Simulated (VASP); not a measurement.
# BP (rocksalt type) (Fm-3m) in VASP: further runs, part 2 of 2

VASP 6.6.1. The steps go on from the part before.

## Step 3: Relaxation of cell and atoms, PBE, target pressure 14 GPa, at which the enthalpy is minimised

File INCAR:

```
SYSTEM = BP
PREC     = Accurate       ! precision mode
ENCUT    = 500            ! plane-wave cutoff, eV
EDIFF    = 1E-7           ! SCF threshold, eV
ISMEAR   = -1             ! smearing method
SIGMA    = 0.05           ! smearing width, eV
LREAL    = .False.        ! projectors in reciprocal space
LASPH    = .True.         ! aspherical terms in the spheres
NELM     = 120            ! most SCF steps
ALGO     = Normal         ! electronic algorithm
ISIF     = 3              ! what is computed and relaxed
LWAVE    = .False.        ! write WAVECAR
LCHARG   = .False.        ! write CHGCAR
GGA      = PE             ! functional
IBRION   = 2              ! ionic algorithm
NSW      = 32             ! ionic steps
EDIFFG   = -0.005         ! ionic threshold
PSTRESS  = 140.0        
GGA_COMPAT= .False.      
NELMIN   = 4
```

File KPOINTS:

```
Automatic mesh
0
Gamma
  16 16 16
  0 0 0
```

File POSCAR:

```
BP
1.0
    0.0000000000      2.1071658024      2.1071658024
    2.1071658024      0.0000000000      2.1071658024
    2.1071658024      2.1071658024      0.0000000000
B P
1 1
Direct
    0.0000000000      0.0000000000      0.0000000000
    0.5000000000      0.5000000000      0.5000000000
```

Potentials or basis: VASP PAW PBE potentials, release 64 (B, P).

The run is started by

```sh
> cat potpaw_PBE.64/B/POTCAR potpaw_PBE.64/P/POTCAR > POTCAR
> mpirun -np 1 vasp_std > vasp.out
```

OUTCAR:

```text
SYSTEM = BP
   PREC = Accurate
   ENCUT = 500
   EDIFF = 1E-7
   ISMEAR = -1
   LREAL = .False.
   LASPH = .True.
   NELM = 120
   ISIF = 3
   GGA = PE
   IBRION = 2
   NSW = 32
   EDIFFG = -0.005
   PSTRESS = 140.0
   NELMIN = 4

 ion  position               nearest neighbor table
   1  0.000  0.000  0.000-   2 2.11   2 2.11   2 2.11   2 2.11   2 2.11   2 2.11
   2  0.500  0.500  0.500-   1 2.11   1 2.11   1 2.11   1 2.11   1 2.11   1 2.11

  LATTYP: Found a face centered cubic cell.
 ALAT       =     4.2143316048

  Lattice vectors:

 A1 = (   0.0000000000,   2.1071658024,   2.1071658024)
 A2 = (   2.1071658024,   0.0000000000,   2.1071658024)
 A3 = (   2.1071658024,   2.1071658024,   0.0000000000)

Analysis of symmetry for initial positions (statically):
=====================================================================
 Subroutine PRICEL returns:
 Original cell was already a primitive cell.

 Routine SETGRP: Setting up the symmetry group for a
 face centered cubic supercell.

 Subroutine GETGRP returns: Found 48 space group operations
 (whereof 48 operations were pure point group operations)
 out of a pool of 48 trial point group operations.

The static configuration has the point symmetry O_h .

Analysis of symmetry for dynamics (positions and initial velocities):
=====================================================================
 Subroutine PRICEL returns:
 Original cell was already a primitive cell.

 Routine SETGRP: Setting up the symmetry group for a
 face centered cubic supercell.

 Subroutine GETGRP returns: Found 48 space group operations
 (whereof 48 operations were pure point group operations)
 out of a pool of 48 trial point group operations.

The dynamic configuration has the point symmetry O_h .

 Subroutine INISYM returns: Found 48 space group operations
 (whereof 48 operations are pure point group operations),
 and found     1 'primitive' translations

----------------------------------------------------------------------------------------

                                     Primitive cell

  volume of cell :      18.7123

  direct lattice vectors                    reciprocal lattice vectors
     0.000000000  2.107165802  2.107165802    -0.237285552  0.237285552  0.237285552
     2.107165802  0.000000000  2.107165802     0.237285552 -0.237285552  0.237285552
     2.107165802  2.107165802  0.000000000     0.237285552  0.237285552 -0.237285552

  length of vectors
     2.979982456  2.979982456  2.979982456     0.410990631  0.410990631  0.410990631

  position of ions in fractional coordinates (direct lattice)
     0.000000000  0.000000000  0.000000000
     0.500000000  0.500000000  0.500000000

  ion indices of the primitive-cell ions
   primitive index   ion index
                 1           1
                 2           2

----------------------------------------------------------------------------------------

 KPOINTS: Automatic mesh

Automatic generation of k-mesh.
 Grid dimensions read from file:
 generate k-points for:   16   16   16

 Generating k-lattice:

  Cartesian coordinates                     Fractional coordinates (reciprocal lattice)
    -0.014830347  0.014830347  0.014830347     0.062500000  0.000000000  0.000000000
[... 43 lines left out ...]
   total plane-waves  NPLWV =  13824
   dimension x,y,z NGX =    24 NGY =   24 NGZ =   24
   dimension x,y,z NGXF=    48 NGYF=   48 NGZF=   48
   ions per type =               1   1
   NGX,Y,Z   is equivalent  to a cutoff of  13.39, 13.39, 13.39 a.u.
   NGXF,Y,Z  is equivalent  to a cutoff of  26.78, 26.78, 26.78 a.u.
 SYSTEM =  BP
   PREC   = accura    normal or accurate (medium, high low for compatibility)
   ISTART =      0    job   : 0-new  1-cont  2-samecut
   ICHARG =      2    charge: 1-file 2-atom 10-const
   ISPIN  =      1    spin polarized calculation?
   LNONCOLLINEAR =      F non collinear calculations
   LSORBIT =      F    spin-orbit coupling
   LASPH  =      T    aspherical Exc in radial PAW
   ENCUT  =  500.0 eV  36.75 Ry    6.06 a.u.   5.43  5.43  5.43*2*pi/ulx,y,z
   NELM   =    120;   NELMIN=  4; NELMDL= -5     # of ELM steps
   EDIFF  = 0.1E-06   stopping-criterion for ELM
   LREAL  =      F    real-space projection
   EDIFFG = -.5E-02   stopping-criterion for IOM
   NSW    =     32    number of steps for IOM
   IBRION =      2    ionic relax: 0-MD 1-quasi-New 2-CG
   NFREE  =      1    steps in history (QN), initial steepest desc. (CG)
   ISIF   =      3    stress and relaxation
   ISYM   =      2    0-nonsym 1-usesym 2-fastsym
   POTIM  = 0.5000    time-step for ionic-motion
   TEBEG  =    0.0;   TEEND  =   0.0 temperature during run
   PSTRESS=  140.0 pullay stress
   NELECT =       8.0000    total number of electrons
   NUPDOWN=      -1.0000    fix difference up-down
   EMIN   =  10.00;   EMAX   =-10.00  energy-range for DOS
   EFERMI =   0.00;   METHOD = LEGACY
   ISMEAR =    -1;   SIGMA  =   0.05  broadening in eV -4-tet -1-fermi 0-gaus
   EFERMI_NEDOS =   21; number of points for ismear=-14 and -15
   IALGO  =     38    algorithm
   IMIX   =      4    mixing-type and parameters
     AMIX     =   0.40;   BMIX     =  1.00
     AMIX_MAG =   1.60;   BMIX_MAG =  1.00
  volume/ion in A,a.u.               =       9.36        63.14
  Fermi-wavevector in a.u.,A,eV,Ry     =   1.233283  2.330567 20.694288  1.520987
  Thomas-Fermi vector in A             =   2.368020
   LORBIT       =      0    0 simple, 1 ext, 2 COOP (PROOUT), +10 PAW based schemes
   GGA     = PE    functional components
   LHFCALC =     F    Hartree Fock is set to
   AEXX    =    0.0000 exact exchange contribution
   IVDW    =     0    specifies the selected vdW correction
   LEPSILON=     F    determine dielectric tensor
   LRPA    =     F    only Hartree local field effects (RPA)
 conjugate gradient relaxation of ions
 non-spin polarized calculation
  energy-cutoff  :      500.00
  volume of cell :       18.71
 maximum number of plane-waves:       531
 NGX is ok and might be reduce to    24
   NGX = 11   NGY = 11   NGZ = 11

--------------------------------------- Ionic step        1  -------------------------------------------

 number of electron       8.0000001 magnetization

 Free energy of the ion-electron system (eV)
  ---------------------------------------------------
  ext. energy  EPLUGINS =         0.00000000
  ---------------------------------------------------
  free energy    TOTEN  =       -10.75007839 eV

  energy without entropy =      -10.74504953  energy(sigma->0) =      -10.74756396

------------------------ aborting loop because EDIFF is reached ----------------------------------------

  FORCE on cell =-STRESS in cart. coord.  units (eV):
  Direction    XX          YY          ZZ          XY          YZ          ZX
  --------------------------------------------------------------------------------------
  -------------------------------------------------------------------------------------
  Total        1.6019733      1.6019733      1.6019733     -0.0000000     -0.0000000     -0.0000000
  in kB      137.1638709    137.1638709    137.1638709     -0.0000000     -0.0000000     -0.0000000
  external PRESSURE =      -2.8361291 kB  Pullay stress =     140.0000000 kB
[... 63 lines left out ...]
--------------------------------------- Ionic step        3  -------------------------------------------

 number of electron       8.0000000 magnetization

 Free energy of the ion-electron system (eV)
  ---------------------------------------------------
  ext. energy  EPLUGINS =         0.00000000
  ---------------------------------------------------
  free energy    TOTEN  =       -10.74789589 eV

  energy without entropy =      -10.74284671  energy(sigma->0) =      -10.74537130

 E-fermi :  10.8190     XC(G=0): -12.2711

 val. band max:       10.8146189633   @ k =   0.1250   0.0625   0.0000
 cond. band min:      10.8194325140   @ k =   0.0000   0.0000   0.0000
 fundamental gap:      0.0048135507
 Fermi energy:        10.8189510293

 k-point     1 :       0.0000    0.0000    0.0000
  band No.  band energies     occupation
      1      -6.9756      2.00000
      2      10.8194      0.99519
      3      10.8194      0.99519
      4      10.8194      0.99518
      5      18.6310      0.00000
      6      18.6310      0.00000
      7      18.6310      0.00000
      8      18.6513      0.00000
[... 243 lines left out ...]
 k-point    24 :      -0.0625    0.0625    0.0000
  band No.  band energies     occupation
      1      -6.7415      2.00000
      2       9.7201      2.00000
      3      10.1201      2.00000
      4      11.0440      0.02195
      5      17.6740      0.00000
      6      18.3720      0.00000
      7      18.5780      0.00000
      8      18.8815      0.00000

 [... further k-points ...]

------------------------ aborting loop because EDIFF is reached ----------------------------------------

  FORCE on cell =-STRESS in cart. coord.  units (eV):
  Direction    XX          YY          ZZ          XY          YZ          ZX
  --------------------------------------------------------------------------------------
  -------------------------------------------------------------------------------------
  Total        1.6337234      1.6337234      1.6337234      0.0000000      0.0000000     -0.0000000
  in kB      140.0712652    140.0712652    140.0712652      0.0000000      0.0000000     -0.0000000
  external PRESSURE =       0.0712652 kB  Pullay stress =     140.0000000 kB
[... 21 lines left out ...]
  energy  without entropy=      -10.7428467112  energy(sigma->0) =      -10.74537130

  enthalpy is  TOTEN    =        -9.1150036797 eV   P V=        1.6328922129

 reached required accuracy - stopping structural energy minimisation
```

It took 44 s on 1 thread of Intel Xeon 8259CL, shared host; peak memory 0.15 GiB.

Results:

```yaml
Free_energy: -10.7479 eV
Relaxed_volume: 9.34 Å³/atom
Relaxed_cell: a = 2.979 Å, b = 2.979 Å, c = 2.979 Å, α = 60.00°, β = 60.00°, γ = 60.00°
Space_group_after_relaxing_to_0.1_Å: Fm-3m (No. 225)
Energy_change_on_relaxing_the_run_minimises_the_enthalpy: +1.1 meV/atom
Ionic_steps: 3
Pressure_after_relaxing: 14.0 GPa
Band_gap_on_the_k_mesh: zero (bands 4 and 5 overlap by 3.89 eV)
```

Step by step:
```csv
step,energy change (eV),largest force (eV/Å),pressure (GPa),volume (Å³)
1,0.0000,0.0000,13.72,18.71
2,0.0039,0.0000,14.23,18.67
3,0.0022,0.0000,14.01,18.69
```

Final structure:
```cif
data_structure
_symmetry_space_group_name_H-M 'P 1'
_symmetry_Int_Tables_number 1
_cell_length_a 2.9786
_cell_length_b 2.9786
_cell_length_c 2.9786
_cell_angle_alpha 60.000
_cell_angle_beta 60.000
_cell_angle_gamma 60.000
_cell_volume 18.69
loop_
_atom_site_label
_atom_site_type_symbol
_atom_site_fract_x
_atom_site_fract_y
_atom_site_fract_z
_atom_site_occupancy
B1 B 0.00000 0.00000 0.00000 1
P1 P 0.50000 0.50000 0.50000 1
```

Levels at points of the mesh, in eV from the Fermi level:
| k point | band 2 | band 3 | band 4 | band 5 | band 6 | band 7 |
| --- | --- | --- | --- | --- | --- | --- |
| (0.00, 0.00, 0.00) | 0.00 | 0.00 | 0.00 | 7.81 | 7.81 | 7.81 |
| (0.50, 0.00, 0.00) | -11.26 | 0.45 | 0.45 | 1.24 | 1.24 | 5.52 |
| (0.50, 0.50, 0.00) | -9.75 | -4.61 | -4.61 | -2.64 | 2.20 | 12.91 |

Caveat: the cell is relaxed towards a set pressure, so the run minimises the enthalpy, not the energy.

## Step 4: Relaxation of cell and atoms, PBE

This run uses another cell than the first one, of 10.00 Å³/atom.

File INCAR:

```
PREC = Accurate ; ENCUT = 500
EDIFF = 1E-7 ; ISMEAR = -1
SIGMA = 0.05 ; LREAL = F
LASPH = T ; NELM = 120
ALGO = Normal ; ISIF = 3
LWAVE = F ; LCHARG = F
GGA = PE ; IBRION = 2
NSW = 60 ; EDIFFG = -0.005
GGA_COMPAT = F ; NELMIN = 4
```

File KPOINTS:

```
regular mesh
0
Gamma
  16 16 16
```

File POSCAR:

```
BP
1.0
    0.0000000000      2.1544346900      2.1544346900
    2.1544346900      0.0000000000      2.1544346900
    2.1544346900      2.1544346900      0.0000000000
B P
1 1
Direct
    0.0000000000      0.0000000000      0.0000000000
    0.5000000000      0.5000000000      0.5000000000
```

The run is started by

```sh
> cat potpaw_PBE.64/B/POTCAR potpaw_PBE.64/P/POTCAR > POTCAR
> mpirun -np 1 vasp_std > vasp.out
```

Run time: 55 s. Hardware: 1 thread of Intel Xeon 8259CL, shared host; peak memory 0.15 GiB.

Results (log left out):

* Free energy: -10.8075 eV
* Relaxed volume: 10.06 Å³/atom
* Relaxed cell: a = 3.053 Å, b = 3.053 Å, c = 3.053 Å, α = 60.00°, β = 60.00°, γ = 60.00°
* Space group after relaxing (to 0.1 Å): Fm-3m (No. 225)
* Energy gained by relaxing: 0.2 meV/atom
* Ionic steps: 3
* Pressure after relaxing: 0.0 GPa
* Band gap on the k mesh: zero (bands 4 and 5 overlap by 4.13 eV)

The path:
```csv
step,energy change (eV),largest force (eV/Å),pressure (GPa),volume (Å³)
1,0.0000,0.0000,1.00,20.00
2,-0.0003,0.0000,-0.48,20.18
3,-0.0004,0.0000,0.01,20.12
```

Final structure:
```cif
data_structure
_symmetry_space_group_name_H-M 'P 1'
_symmetry_Int_Tables_number 1
_cell_length_a 3.0530
_cell_length_b 3.0530
_cell_length_c 3.0530
_cell_angle_alpha 60.000
_cell_angle_beta 60.000
_cell_angle_gamma 60.000
_cell_volume 20.12
loop_
_atom_site_label
_atom_site_type_symbol
_atom_site_fract_x
_atom_site_fract_y
_atom_site_fract_z
_atom_site_occupancy
B1 B 0.00000 0.00000 0.00000 1
P1 P 0.50000 0.50000 0.50000 1
```

Levels at points of the mesh, in eV from the Fermi level:
```csv
k point,band 1,band 2,band 3,band 4,band 5,band 6,band 7,band 8
"(0.00, 0.00, 0.00)",-16.92,0.02,0.02,0.02,6.55,7.93,7.93,7.93
"(0.50, 0.00, 0.00)",-12.45,-10.61,0.66,0.66,1.17,1.17,5.11,7.10
"(0.50, 0.50, 0.00)",-10.59,-9.01,-4.24,-4.24,-2.80,2.62,12.05,12.05
```

## Step 5: Overview

```tsv
cell	gap on the mesh (eV)	pressure (GPa)
relaxed to 14 GPa from a = 2.981 Å, angles 60.0°, 2 atoms	none	14.0
relaxed to 14 GPa from a = 2.980 Å, angles 60.0°, 2 atoms	none	14.0
relaxed from a = 3.047 Å, angles 60.0°, 2 atoms	none	0.0
```

Alike in all rows: task relaxation of cell and atoms; level PBE; potentials or basis VASP PAW PBE potentials, release 64 (B, P); no spin polarisation; k mesh 16 × 16 × 16; cutoff (eV) 500; smearing fermi-dirac 0.05 eV.

Caveats: the cell is relaxed towards a set pressure, so the run minimises the enthalpy, not the energy (at least some runs).

Total energies depend on the potentials used, so only differences within one code and one set of settings carry meaning.
